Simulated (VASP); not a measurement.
Wanted: the native input for a VASP 6.6.1 run.

| Property | Result |
| --- | --- |
| Task | relaxation of cell and atoms |
| Functional | PBEsol |
| Potentials or basis | VASP PAW PBE potentials, release 64 (In_d, Sb) |
| Cutoff | 600 eV |
| k mesh | 12 × 12 × 12 |
| Occupations | fermi-dirac, width 0.1 eV |
| Spin | no spin polarisation |
| Target pressure | 4 GPa |
| Dipole correction | no |
| Further INCAR settings | ALGO = Normal; EDIFF = 1e-06; IBRION = 2; EDIFFG = -0.002; NSW = 100; ISIF = 3 |

The structure of InSb lies in POSCAR:

```
InSb
1.0
    0.0000000000      3.2600996144      3.2600996144
    3.2600996144      0.0000000000      3.2600996144
    3.2600996144      3.2600996144      0.0000000000
In Sb
1 1
Direct
    0.0000000000      0.0000000000      0.0000000000
    0.7500000000      0.7500000000      0.7500000000
```

One way to write it, as run:

INCAR

```
PREC     = Accurate       # precision mode
ENCUT    = 600            # plane-wave cutoff, eV
EDIFF    = 1E-6           # SCF threshold, eV
ISMEAR   = -1             # smearing method
SIGMA    = 0.1            # smearing width, eV
LREAL    = False          # projectors in reciprocal space
LASPH    = True           # aspherical terms in the spheres
NELM     = 100            # most SCF steps
ALGO     = Normal         # electronic algorithm
ISIF     = 3              # what is computed and relaxed
LWAVE    = False          # write WAVECAR
LCHARG   = False          # write CHGCAR
GGA      = PS             # functional
IBRION   = 2              # ionic algorithm
NSW      = 100            # ionic steps
EDIFFG   = -0.002         # ionic threshold
PSTRESS  = 40.0
```

KPOINTS

```
regular mesh
0
Gamma
  12 12 12
```

Potentials or basis: VASP PAW PBE potentials, release 64 (In_d, Sb).

Launch:

```console
$ cat potpaw_PBE.64/In_d/POTCAR potpaw_PBE.64/Sb/POTCAR > POTCAR
$ mpirun -np 1 vasp_std > vasp.out
```

Results of the run:

The relaxed volume is 32.07 Å³/atom, the relaxed cell is a = 4.493 Å, b = 4.493 Å, c = 4.493 Å, α = 60.00°, β = 60.00°, γ = 60.00° and the space group after relaxing (to 0.1 Å) is F-43m (No. 216). The energy change on relaxing (the run minimises the enthalpy) is +30.0 meV/atom, the ionic steps are 6 and the pressure after relaxing is 4.0 GPa. The band gap on the k mesh is 0.08 eV.

Caveat: the cell is relaxed towards a set pressure, so the run minimises the enthalpy, not the energy; semilocal functionals underestimate gaps, and a narrow one can read as zero; the PAW data sets were made with another functional, which shifts forces and pressure a little; spin-orbit coupling is left out, which moves the levels of the heavy elements.

It took 2.6 min on 1 thread of AMD EPYC 9R45 96-Core Processor (Zen 5), on a shared host, peak memory 0.27 GiB.
